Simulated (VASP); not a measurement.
# Mo2Ir (Fd-3m) in VASP: further runs

Mo2Ir is run at these levels: PBE; tasks: single point, relaxation of cell and atoms.

Program: VASP 6.6.1. These are calculated values, not measurements. Logs are shortened: lines on timing, memory, paths and dates and some standing lists are left out, and cuts for length are marked.

**1. The cell of the first run**

Symmetry: Fd-3m, No. 227, cubic system. Conventional cell: a = 7.020 Å, b = 7.020 Å, c = 7.020 Å, α = 90.00°, β = 90.00°, γ = 90.00°. Within 3.3 Å of Mo (site symmetry -3m) lie 6 Mo at 2.48 Å and 6 Ir at 2.91 Å. Within 3.8 Å of Ir (site symmetry -43m) lie 12 Mo at 2.91 Å and 4 Ir at 3.04 Å.

**2. Single point, PBE**

INCAR

```
SYSTEM = Mo2Ir
PREC = Accurate
ENCUT = 520
EDIFF = 1E-7
ISMEAR = 0
SIGMA = 0.1
LREAL = .False.
LASPH = .True.
NELM = 100
ALGO = Fast
ISIF = 2
LWAVE = .False.
LCHARG = .False.
GGA = PE
NBANDS = 46
```

KPOINTS

```
regular mesh
0
Gamma
  4 4 4
  0 0 0
```

POSCAR

```
Mo2Ir
1.0
    0.0000000000      3.5099463407      3.5099463407
    3.5099463407      0.0000000000      3.5099463407
    3.5099463407      3.5099463407      0.0000000000
Mo Ir
4 2
Direct
    0.6250000000      0.6250000000      0.6250000000
    0.1250000000      0.6250000000      0.6250000000
    0.6250000000      0.6250000000      0.1250000000
    0.6250000000      0.1250000000      0.6250000000
    0.0000000000      0.0000000000      0.0000000000
    0.2500000000      0.2500000000      0.2500000000
```

Potentials or basis: VASP PAW PBE potentials, release 64 (Mo_sv, Ir).

On the command line:

```
> cat potpaw_PBE.64/Mo_sv/POTCAR potpaw_PBE.64/Ir/POTCAR > POTCAR
> mpirun -np 1 vasp_std > vasp.out
```

OUTCAR:

```text
SYSTEM = Mo2Ir
   PREC = Accurate
   ENCUT = 520
   EDIFF = 1E-7
   ISMEAR = 0
   LREAL = .False.
   LASPH = .True.
   NELM = 100
   ISIF = 2
   GGA = PE

 ion  position               nearest neighbor table
   1  0.625  0.625  0.625-   2 2.48   3 2.48   4 2.48   3 2.48   4 2.48   2 2.48   6 2.91   5 2.91
                             6 2.91   5 2.91   6 2.91   5 2.91
   2  0.125  0.625  0.625-   1 2.48   3 2.48   4 2.48   1 2.48   3 2.48   4 2.48   6 2.91   5 2.91
                             5 2.91   6 2.91   5 2.91   6 2.91
   3  0.625  0.625  0.125-   1 2.48   1 2.48   2 2.48   4 2.48   4 2.48   2 2.48   6 2.91   5 2.91
                             6 2.91   5 2.91   6 2.91   5 2.91
   4  0.625  0.125  0.625-   1 2.48   3 2.48   1 2.48   2 2.48   3 2.48   2 2.48   6 2.91   5 2.91
                             6 2.91   5 2.91   6 2.91   5 2.91
   5  0.000  0.000  0.000-   2 2.91   3 2.91   4 2.91   1 2.91   2 2.91   3 2.91   1 2.91   2 2.91
                             4 2.91   1 2.91   3 2.91   4 2.91   6 3.04   6 3.04   6 3.04   6 3.04
   6  0.250  0.250  0.250-   2 2.91   3 2.91   4 2.91   1 2.91   2 2.91   4 2.91   1 2.91   2 2.91
                             3 2.91   1 2.91   3 2.91   4 2.91   5 3.04   5 3.04   5 3.04   5 3.04

  LATTYP: Found a face centered cubic cell.
 ALAT       =     7.0198926814

  Lattice vectors:

 A1 = (   0.0000000000,   3.5099463407,   3.5099463407)
 A2 = (   3.5099463407,   0.0000000000,   3.5099463407)
 A3 = (   3.5099463407,   3.5099463407,   0.0000000000)

Analysis of symmetry for initial positions (statically):
=====================================================================
 Subroutine PRICEL returns:
 Original cell was already a primitive cell.

 Routine SETGRP: Setting up the symmetry group for a
 face centered cubic supercell.

 Subroutine GETGRP returns: Found 48 space group operations
 (whereof 24 operations were pure point group operations)
 out of a pool of 48 trial point group operations.

The static configuration has the point symmetry T_d .
 The point group associated with its full space group is O_h .

Analysis of symmetry for dynamics (positions and initial velocities):
=====================================================================
 Subroutine PRICEL returns:
 Original cell was already a primitive cell.

 Routine SETGRP: Setting up the symmetry group for a
 face centered cubic supercell.

 Subroutine GETGRP returns: Found 48 space group operations
 (whereof 24 operations were pure point group operations)
 out of a pool of 48 trial point group operations.

The dynamic configuration has the point symmetry T_d .
 The point group associated with its full space group is O_h .

[... 96 lines left out ...]
   ISYM   =      2    0-nonsym 1-usesym 2-fastsym
   POTIM  = 0.5000    time-step for ionic-motion
   TEBEG  =    0.0;   TEEND  =   0.0 temperature during run
   PSTRESS=    0.0 pullay stress
   NELECT =      74.0000    total number of electrons
   NUPDOWN=      -1.0000    fix difference up-down
   EMIN   =  10.00;   EMAX   =-10.00  energy-range for DOS
   EFERMI =   0.00;   METHOD = LEGACY
   ISMEAR =     0;   SIGMA  =   0.10  broadening in eV -4-tet -1-fermi 0-gaus
   EFERMI_NEDOS =   21; number of points for ismear=-14 and -15
   IALGO  =     68    algorithm
   IMIX   =      4    mixing-type and parameters
     AMIX     =   0.40;   BMIX     =  1.00
     AMIX_MAG =   1.60;   BMIX_MAG =  1.00
  volume/ion in A,a.u.               =      14.41        97.27
  Fermi-wavevector in a.u.,A,eV,Ry     =   1.554205  2.937021 32.865590  2.415553
  Thomas-Fermi vector in A             =   2.658325
   LORBIT       =      0    0 simple, 1 ext, 2 COOP (PROOUT), +10 PAW based schemes
   GGA     = PE    functional components
   LHFCALC =     F    Hartree Fock is set to
   AEXX    =    0.0000 exact exchange contribution
   IVDW    =     0    specifies the selected vdW correction
   LEPSILON=     F    determine dielectric tensor
   LRPA    =     F    only Hartree local field effects (RPA)
 non-spin polarized calculation
 RMM-DIIS sequential band-by-band and
 Gauss-broadening in eV      SIGMA  =   0.10
  energy-cutoff  :      520.00
  volume of cell :       86.48
 maximum number of plane-waves:      2346
 NGX is ok and might be reduce to    40
   NGX = 19   NGY = 19   NGZ = 19

 number of electron      74.0000006 magnetization

 Free energy of the ion-electron system (eV)
  ---------------------------------------------------
  ext. energy  EPLUGINS =         0.00000000
  ---------------------------------------------------
  free energy    TOTEN  =       -59.51060420 eV

  energy without entropy =      -59.48097313  energy(sigma->0) =      -59.49578866

 E-fermi :  12.7351     XC(G=0): -13.7998

 val. band max:       12.7137079994   @ k =   0.5000   0.0000   0.0000
 cond. band min:      12.7868188088   @ k =   0.5000   0.2500   0.0000
 fundamental gap:      0.0731108095
 Fermi energy:        12.7350990768

 k-point     1 :       0.0000    0.0000    0.0000
  band No.  band energies     occupation
      1     -48.8747      2.00000
      2     -48.2335      2.00000
      3     -48.2335      2.00000
      4     -48.2335      2.00000
      5     -24.8355      2.00000
      6     -23.4773      2.00000
[... 381 lines left out ...]
     45      15.2933      0.00000
     46      15.3024      0.00000

------------------------ aborting loop because EDIFF is reached ----------------------------------------

  FORCE on cell =-STRESS in cart. coord.  units (eV):
  Direction    XX          YY          ZZ          XY          YZ          ZX
  --------------------------------------------------------------------------------------
  -------------------------------------------------------------------------------------
  Total       15.1151835     15.1151835     15.1151835      0.0000000      0.0000000     -0.0000000
  in kB      280.0222755    280.0222755    280.0222755      0.0000000      0.0000000     -0.0000000
  external PRESSURE =     280.0222755 kB  Pullay stress =       0.0000000 kB

 VOLUME and BASIS-vectors are now :
 -----------------------------------------------------------------------------
  energy-cutoff  :      520.00
  volume of cell :       86.48
      direct lattice vectors                 reciprocal lattice vectors
     0.000000000  3.509946341  3.509946341    -0.142452320  0.142452320  0.142452320
     3.509946341  0.000000000  3.509946341     0.142452320 -0.142452320  0.142452320
     3.509946341  3.509946341  0.000000000     0.142452320  0.142452320 -0.142452320

 POSITION                                       TOTAL-FORCE (eV/Angst)
 -----------------------------------------------------------------------------------
      4.38743      4.38743      4.38743         0.000000     -0.000000      0.000000
      4.38743      2.63246      2.63246         0.000000     -0.000000     -0.000000
      2.63246      2.63246      4.38743         0.000000     -0.000000      0.000000
      2.63246      4.38743      2.63246         0.000000     -0.000000      0.000000
      0.00000      0.00000      0.00000         0.000000      0.000000      0.000000
      1.75497      1.75497      1.75497        -0.000000     -0.000000     -0.000000
 -----------------------------------------------------------------------------------
    total drift:                                0.000000      0.000000      0.000000

  FREE ENERGIE OF THE ION-ELECTRON SYSTEM (eV)
  ---------------------------------------------------
  free  energy   TOTEN  =       -59.5106042018 eV

  energy  without entropy=      -59.4809731280  energy(sigma->0) =      -59.49578866
```

stdout:

```text
POSCAR found type information on POSCAR MoIr
 POSCAR found :  2 types and       6 ions
 scaLAPACK will be used
 LDA part: xc-table for (Slater+PW92), standard interpolation
 POSCAR, INCAR and KPOINTS ok, starting setup
 FFT: planning ... GRIDC
 FFT: planning ... GRID_SOFT
 FFT: planning ... GRID
 WAVECAR not read
 entering main loop
```

Wall time 72 s (1 thread of AMD EPYC 7R43 (Zen 3), shared host); peak memory 0.21 GiB.

Results:

```
Free energy            : -59.5106 eV
Pressure               : 28.0 GPa
Band gap on the k mesh : zero (band 37 reaches 14.40 eV, above the bottom of band 38 at 12.00 eV)
```

Caveat: the k points lie up to 0.39 Å⁻¹ apart; spin-orbit coupling is left out, which moves the levels of the heavy elements.

**3. Single point, PBE**

This run uses another cell than the first one, of 15.72 Å³/atom, 1.091 times its volume.

INCAR

```
SYSTEM = Mo2Ir
  PREC = Accurate
  ENCUT = 520
  EDIFF = 1E-7
  ISMEAR = 0
  SIGMA = 0.1
  LREAL = .FALSE.
  LASPH = .TRUE.
  NELM = 80
  ALGO = Fast
  ISIF = 2
  LWAVE = .FALSE.
  LCHARG = .TRUE.
  GGA = PE
  LELF = .TRUE.
  LVHAR = .TRUE.
  NBANDS = 46
```

KPOINTS

```
regular mesh
0
G
  4 4 4
  0 0 0
```

Edit POSCAR of step 2 so:

```diff
@@ -2,5 +2,5 @@
 1.0
-    0.0000000000      3.5099463407      3.5099463407
-    3.5099463407      0.0000000000      3.5099463407
-    3.5099463407      3.5099463407      0.0000000000
+    0.0000000000      3.6128160086      3.6128160086
+    3.6128160086      0.0000000000      3.6128160086
+    3.6128160086      3.6128160086      0.0000000000
 Mo Ir
```

Potentials or basis: VASP PAW PBE potentials, release 64 (Mo_sv, Ir).

On the command line:

```
> cat potpaw_PBE.64/Mo_sv/POTCAR potpaw_PBE.64/Ir/POTCAR > POTCAR
> mpirun -np 1 vasp_std > vasp.out
```

Wall time 73 s (1 thread of AMD EPYC 7R43 (Zen 3), shared host); peak memory 0.21 GiB.

The run converged. Its results:

| Property | Result |
| --- | --- |
| Free energy | -60.1630 eV |
| Pressure | 0.7 GPa |
| Band gap on the k mesh | zero (band 37 reaches 12.83 eV, above the bottom of band 38 at 10.61 eV) |

Levels at points of the mesh, in eV from the Fermi level:
| k point | band 33 | band 34 | band 35 | band 36 | band 37 | band 38 | band 39 | band 40 |
| --- | --- | --- | --- | --- | --- | --- | --- | --- |
| (0.00, 0.00, 0.00) | -1.74 | -1.74 | -1.50 | -1.50 | 1.54 | 1.54 | 1.54 | 1.68 |
| (0.50, 0.00, 0.00) | -2.05 | -1.50 | -1.11 | -0.41 | -0.41 | -0.02 | -0.02 | 0.21 |
| (0.50, 0.50, 0.00) | -1.56 | -1.56 | -1.17 | -1.17 | 0.08 | 0.08 | 0.47 | 0.47 |

Caveat: the k points lie up to 0.38 Å⁻¹ apart; spin-orbit coupling is left out, which moves the levels of the heavy elements.

**4. Relaxation of cell and atoms, PBE**

INCAR

```
SYSTEM = Mo2Ir
ALGO     = Normal         ! electronic algorithm
EDIFF    = 1E-7           ! SCF threshold, eV
EDIFFG   = -0.04          ! ionic threshold
ENCUT    = 600            ! plane-wave cutoff, eV
GGA      = PE             ! functional
IBRION   = 2              ! ionic algorithm
ISIF     = 3              ! what is computed and relaxed
ISMEAR   = 0              ! smearing method
LASPH    = .TRUE.         ! aspherical terms in the spheres
LCHARG   = .FALSE.        ! write CHGCAR
LREAL    = .FALSE.        ! projectors in reciprocal space
LWAVE    = .FALSE.        ! write WAVECAR
NELM     = 60             ! most SCF steps
NSW      = 90             ! ionic steps
PREC     = Accurate       ! precision mode
SIGMA    = 0.1            ! smearing width, eV
```

KPOINTS

```
k-points
0
G
  4 4 4
  0 0 0
```

Edit POSCAR of step 3 so:

```diff
@@ -2,5 +2,5 @@
 1.0
-    0.0000000000      3.6128160086      3.6128160086
-    3.6128160086      0.0000000000      3.6128160086
-    3.6128160086      3.6128160086      0.0000000000
+    0.0000000000      3.5099463407      3.5099463407
+    3.5099463407      0.0000000000      3.5099463407
+    3.5099463407      3.5099463407      0.0000000000
 Mo Ir
```

Potentials or basis: VASP PAW PBE potentials, release 64 (Mo_sv, Ir).

On the command line:

```
> cat potpaw_PBE.64/Mo_sv/POTCAR potpaw_PBE.64/Ir/POTCAR > POTCAR
> mpirun -np 1 vasp_std > vasp.out
```

OUTCAR:

```text
SYSTEM = Mo2Ir
   EDIFF = 1E-7
   EDIFFG = -0.04
   ENCUT = 600
   GGA = PE
   IBRION = 2
   ISIF = 3
   ISMEAR = 0
   LASPH = .TRUE.
   LREAL = .FALSE.
   NELM = 60
   NSW = 90
   PREC = Accurate

 ion  position               nearest neighbor table
   1  0.625  0.625  0.625-   2 2.48   3 2.48   4 2.48   3 2.48   4 2.48   2 2.48   6 2.91   5 2.91
                             6 2.91   5 2.91   6 2.91   5 2.91
   2  0.125  0.625  0.625-   1 2.48   3 2.48   4 2.48   1 2.48   3 2.48   4 2.48   6 2.91   5 2.91
                             5 2.91   6 2.91   5 2.91   6 2.91
   3  0.625  0.625  0.125-   1 2.48   1 2.48   2 2.48   4 2.48   4 2.48   2 2.48   6 2.91   5 2.91
                             6 2.91   5 2.91   6 2.91   5 2.91
   4  0.625  0.125  0.625-   1 2.48   3 2.48   1 2.48   2 2.48   3 2.48   2 2.48   6 2.91   5 2.91
                             6 2.91   5 2.91   6 2.91   5 2.91
   5  0.000  0.000  0.000-   2 2.91   3 2.91   4 2.91   1 2.91   2 2.91   3 2.91   1 2.91   2 2.91
                             4 2.91   1 2.91   3 2.91   4 2.91   6 3.04   6 3.04   6 3.04   6 3.04
   6  0.250  0.250  0.250-   2 2.91   3 2.91   4 2.91   1 2.91   2 2.91   4 2.91   1 2.91   2 2.91
[... 231 lines left out ...]
      2     -53.5886      2.00000
      3     -53.5886      2.00000
      4     -53.5886      2.00000
      5     -28.3859      2.00000
      6     -28.0030      2.00000
[... 444 lines left out ...]
--------------------------------------- Ionic step        4  -------------------------------------------

 number of electron      73.9999989 magnetization

 Free energy of the ion-electron system (eV)
  ---------------------------------------------------
  ext. energy  EPLUGINS =         0.00000000
  ---------------------------------------------------
  free energy    TOTEN  =       -60.15720464 eV

  energy without entropy =      -60.12547755  energy(sigma->0) =      -60.14134109

 E-fermi :  11.2315     XC(G=0): -13.2785

 val. band max:       11.2165482297   @ k =   0.5000   0.0000   0.0000
 cond. band min:      11.2877913941   @ k =   0.5000   0.2500   0.0000
 fundamental gap:      0.0712431645
 Fermi energy:        11.2314985782

 k-point     1 :       0.0000    0.0000    0.0000
  band No.  band energies     occupation
      1     -50.2473      2.00000
      2     -49.7846      2.00000
      3     -49.7846      2.00000
      4     -49.7846      2.00000
      5     -25.7633      2.00000
      6     -24.7341      2.00000
[... 398 lines left out ...]
  FREE ENERGIE OF THE ION-ELECTRON SYSTEM (eV)
  ---------------------------------------------------
  free  energy   TOTEN  =       -60.1572046389 eV

  energy  without entropy=      -60.1254775495  energy(sigma->0) =      -60.14134109

 reached required accuracy - stopping structural energy minimisation
```

OSZICAR:

```text
N       E                     dE             d eps       ncg     rms          rms(c)
DAV:   1     0.110305284970E+04    0.11031E+04   -0.46237E+04   704   0.198E+03
DAV:   2     0.110229680941E+02   -0.10920E+04   -0.10712E+04   704   0.605E+02
DAV:   3    -0.596057113069E+02   -0.70629E+02   -0.66658E+02   892   0.151E+02
[... 54 lines left out ...]
DAV:   6    -0.601572126216E+02    0.41467E-04   -0.22632E-04   852   0.107E-01    0.240E-02
DAV:   7    -0.601572044254E+02    0.81961E-05   -0.29340E-05   956   0.278E-02    0.818E-03
DAV:   8    -0.601572052170E+02   -0.79159E-06   -0.21523E-06   832   0.763E-03    0.125E-03
DAV:   9    -0.601572046943E+02    0.52274E-06   -0.11754E-07   464   0.220E-03    0.140E-03
DAV:  10    -0.601572046389E+02    0.55310E-07   -0.39107E-08   380   0.144E-03
   4 F= -.60157205E+02 E0= -.60141341E+02  d E =-.646916E+00
```

CONTCAR:

```text
Mo2Ir
   1.00000000000000
    -0.0000000000000000    3.6171051748826417    3.6171051748826417
     3.6171051748826417    0.0000000000000000    3.6171051748826417
     3.6171051748826417    3.6171051748826417    0.0000000000000000
  Mo              Ir
     4     2
Direct
     0.6250000000000000    0.6250000000000000    0.6250000000000000
     0.1250000000000000    0.6250000000000000    0.6250000000000000
     0.6250000000000000    0.6250000000000000    0.1250000000000000
     0.6250000000000000    0.1250000000000000    0.6250000000000000
     0.0000000000000000    0.0000000000000000    0.0000000000000000
     0.2500000000000000    0.2500000000000000    0.2500000000000000

  0.00000000E+00  0.00000000E+00  0.00000000E+00
  0.00000000E+00  0.00000000E+00  0.00000000E+00
  0.00000000E+00  0.00000000E+00  0.00000000E+00
  0.00000000E+00  0.00000000E+00  0.00000000E+00
  0.00000000E+00  0.00000000E+00  0.00000000E+00
  0.00000000E+00  0.00000000E+00  0.00000000E+00
```

Run time: 2.9 min. Hardware: 1 thread of AMD EPYC 7R43 (Zen 3), shared host; peak memory 0.22 GiB.

What came out:

```yaml
Free_energy: -60.1572 eV
Relaxed_volume: 15.77 Å³/atom
Relaxed_cell: a = 5.115 Å, b = 5.115 Å, c = 5.115 Å, α = 60.00°, β = 60.00°, γ = 60.00°
Space_group_after_relaxing_to_0.05_Å: Fd-3m (No. 227)
Energy_gained_by_relaxing: 107.8 meV/atom
Ionic_steps: 4
Pressure_after_relaxing: -0.3 GPa
Band_gap_on_the_k_mesh: zero (band 37 reaches 12.77 eV, above the bottom of band 38 at 10.56 eV)
```

Step by step:
| step | energy change (eV) | largest force (eV/Å) | pressure (GPa) | volume (Å³) |
| --- | --- | --- | --- | --- |
| 1 | 0.0000 | 0.0000 | 27.95 | 86.48 |
| 2 | 3.2835 | 0.0000 | -36.12 | 121.94 |
| 3 | -0.6403 | 0.0000 | -2.36 | 95.44 |
| 4 | -0.6469 | 0.0000 | -0.29 | 94.65 |

Final structure:
```yaml
crystal:
  lattice:
    - [0.00000, 3.61711, 3.61711]
    - [3.61711, 0.00000, 3.61711]
    - [3.61711, 3.61711, 0.00000]
  atoms:
    - { symbol: Mo, position: [0.62500, 0.62500, 0.62500] }
    - { symbol: Mo, position: [0.12500, 0.62500, 0.62500] }
    - { symbol: Mo, position: [0.62500, 0.62500, 0.12500] }
    - { symbol: Mo, position: [0.62500, 0.12500, 0.62500] }
    - { symbol: Ir, position: [0.00000, 0.00000, 0.00000] }
    - { symbol: Ir, position: [0.25000, 0.25000, 0.25000] }
```

Caveat: the k points lie up to 0.38 Å⁻¹ apart in the final cell; spin-orbit coupling is left out, which moves the levels of the heavy elements.

**5. Summary**

| task | cell | cutoff (eV) | gap on the mesh (eV) | pressure (GPa) |
| --- | --- | --- | --- | --- |
| single point | a = 4.964 Å, angles 60.0°, 6 atoms | 520 | none | 28.0 |
| single point | a = 5.109 Å, angles 60.0°, 6 atoms | 520 | none | 0.7 |
| relaxation of cell and atoms | relaxed from a = 4.964 Å, angles 60.0°, 6 atoms | 600 | none | -0.3 |

Alike in all rows: level PBE; potentials or basis VASP PAW PBE potentials, release 64 (Mo_sv, Ir); no spin polarisation; k mesh 4 × 4 × 4; smearing gaussian 0.1 eV.

Caveats: all runs use coarse meshes; spin-orbit coupling is left out, which moves the levels of the heavy elements.

Absolute energies hang on the potentials; compare differences alone.
